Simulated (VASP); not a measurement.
Wanted: the native input for a VASP 6.6.1 run.

| Quantity | Value |
| --- | --- |
| Task | single point |
| Functional | r2SCAN |
| Potentials or basis | VASP PAW PBE potentials, release 64 (Fe) |
| Cutoff | 520 eV |
| k mesh | 13 × 13 × 13 |
| Occupations | gaussian, width 0.1 eV |
| Spin | collinear spin, ferromagnetic start |
| Starting moments | [4.0] μB |
| Dipole correction | no |
| Further INCAR settings | ALGO = Normal; EDIFF = 1e-06; NBANDS = 14 |

Crystal: Fe.

```xyz
1
Lattice="-1.4390 1.4390 1.4390 1.4390 -1.4390 1.4390 1.4390 1.4390 -1.4390" Properties=species:S:1:pos:R:3 pbc="T T T"
Fe    0.0000    0.0000    0.0000
```

One way to write it, as run:

POSCAR

```
Fe
1.0
   -1.4390000000      1.4390000000      1.4390000000
    1.4390000000     -1.4390000000      1.4390000000
    1.4390000000      1.4390000000     -1.4390000000
Fe
1
Direct
    0.0000000000      0.0000000000      0.0000000000
```

INCAR.step1

```
ALGO     = Normal         # electronic algorithm
EDIFF    = 1E-4           # SCF threshold, eV
ENCUT    = 520            # plane-wave cutoff, eV
GGA      = PE             # functional
ISMEAR   = 0              # smearing method
ISPIN    = 2              # spin polarisation
LASPH    = True           # aspherical terms in the spheres
LCHARG   = False          # write CHGCAR
LMAXMIX  = 4              # l up to which the mixer works
LREAL    = False          # projectors in reciprocal space
LWAVE    = True           # write WAVECAR
MAGMOM   = 4              # initial moments
NBANDS   = 14             # bands
NELM     = 150            # most SCF steps
PREC     = Accurate       # precision mode
SIGMA    = 0.1            # smearing width, eV
```

INCAR.step2

```
ALGO     = Normal         # electronic algorithm
EDIFF    = 1E-6           # SCF threshold, eV
ENCUT    = 520            # plane-wave cutoff, eV
ISIF     = 2              # what is computed and relaxed
ISMEAR   = 0              # smearing method
ISPIN    = 2              # spin polarisation
ISTART   = 1            
LASPH    = True           # aspherical terms in the spheres
LCHARG   = False          # write CHGCAR
LMAXMIX  = 4              # l up to which the mixer works
LMIXTAU  = True         
LORBIT   = 11             # projections on sites
LREAL    = False          # projectors in reciprocal space
LWAVE    = False          # write WAVECAR
MAGMOM   = 4              # initial moments
METAGGA  = R2SCAN         # meta-GGA
NBANDS   = 14             # bands
NELM     = 150            # most SCF steps
PREC     = Accurate       # precision mode
SIGMA    = 0.1            # smearing width, eV
```

KPOINTS

```
k-points
0
Gamma
  13 13 13
```

Potentials or basis: VASP PAW PBE potentials, release 64 (Fe).

Run with:

```console
$ cat potpaw_PBE.64/Fe/POTCAR > POTCAR
$ cp INCAR.step1 INCAR
$ mpirun -np 1 vasp_std > vasp.out
$ cp INCAR.step2 INCAR
$ mpirun -np 1 vasp_std > vasp.out
```

Results of the run:

- Pressure: -2.9 GPa
- Net moment: 2.65 μB per cell
- Site moments: Fe +2.72 μB
- Valence electrons inside the program's atomic spheres: Fe 7.17

Caveat: the PAW data sets were made with another functional, which shifts forces and pressure a little.

It took 4.2 min on 1 thread of AMD EPYC 7R13, on a shared host, peak memory 0.12 GiB.
